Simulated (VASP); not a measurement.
Se, 3 atoms in the cell. The structure is trigonal, space group P3_121 (No. 152). Conventional cell: a = 4.138 Å, b = 4.138 Å, c = 4.955 Å, α = 90.00°, β = 90.00°, γ = 120.00°. Within 3.3 Å of Se (site symmetry 2) lie 6 Se at 2.50 to 3.15 Å.  This cell differs from its parent crystal: atoms shifted along a free coordinate, c/a of the conventional cell at fixed volume 1.1974.

| Property | Result |
| --- | --- |
| Program | VASP 6.6.1 |
| Task | single point |
| Functional | PBE |
| Dispersion | D3(BJ) |
| Potentials or basis | VASP PAW PBE potentials, release 64 (Se) |
| Cutoff | 520 eV |
| k mesh | 9 × 9 × 8 |
| Occupations | gaussian, width 0.05 eV |
| Spin | no spin polarisation |
| Dipole correction | no |
| Further INCAR settings | ALGO = Normal; EDIFF = 1e-07; NBANDS = 16 |

Potentials or basis: VASP PAW PBE potentials, release 64 (Se).

The run is started by

```sh
$ cat potpaw_PBE.64/Se/POTCAR > POTCAR
$ mpirun -np 1 vasp_std > vasp.out
```

Hardware: 1 thread of Intel Xeon 8259CL, with other jobs on the host.

Estimate the wall time of this run.

Run time: 110 s on 1 thread of Intel Xeon 8259CL, on a shared host, peak memory 0.24 GiB. Counts: scf iterations 13, k points 81.
